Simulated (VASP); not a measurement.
A run of VASP 6.6.1 is set up as follows.

File INCAR:

```
PREC     = Accurate       # precision mode
ENCUT    = 520            # plane-wave cutoff, eV
EDIFF    = 1E-6           # SCF threshold, eV
ISMEAR   = -1             # smearing method
SIGMA    = 0.08           # smearing width, eV
LREAL    = False          # projectors in reciprocal space
LASPH    = True           # aspherical terms in the spheres
NELM     = 100            # most SCF steps
ALGO     = Normal         # electronic algorithm
ISIF     = 2              # what is computed and relaxed
LWAVE    = False          # write WAVECAR
LCHARG   = False          # write CHGCAR
GGA      = PE             # functional
NBANDS   = 56             # bands
```

KPOINTS

```
regular mesh
0
Gamma
  11 11 3
```

Contents of POSCAR:

```
Yb
1.0
    3.1117368058      0.0000000000      0.0000000000
   -1.5558684029      2.6948431237      0.0000000000
    0.0000000000      0.0000000000     10.1924653572
Yb
4
Direct
    0.0000000000      0.0000000000      0.0000000000
    0.0000000000      0.0000000000      0.5000000000
    0.3333333333      0.6666666667      0.2500000000
    0.6666666667      0.3333333333      0.7500000000
```

Potentials or basis: VASP PAW PBE potentials, release 64 (Yb).

Command:

```bash
$ cat potpaw_PBE.64/Yb/POTCAR > POTCAR
$ mpirun -np 1 vasp_std > vasp.out
```

Question: Estimate the band gap on the k mesh.

Answer: Zero (bands 48 and 49 overlap by 0.44 eV).

Question: What does it give for the pressure?

Answer: 22.5 GPa.

Stress tensor (GPa, compression positive):
```
22.63  0.00  0.00
 0.00 22.63  0.00
 0.00  0.00 22.16
```

Caveat: the cell stands under pressure; spin-orbit coupling is left out, which moves the levels of the heavy elements. Spin polarisation is off, so any magnetic state and its effect on volume and gap are missing.
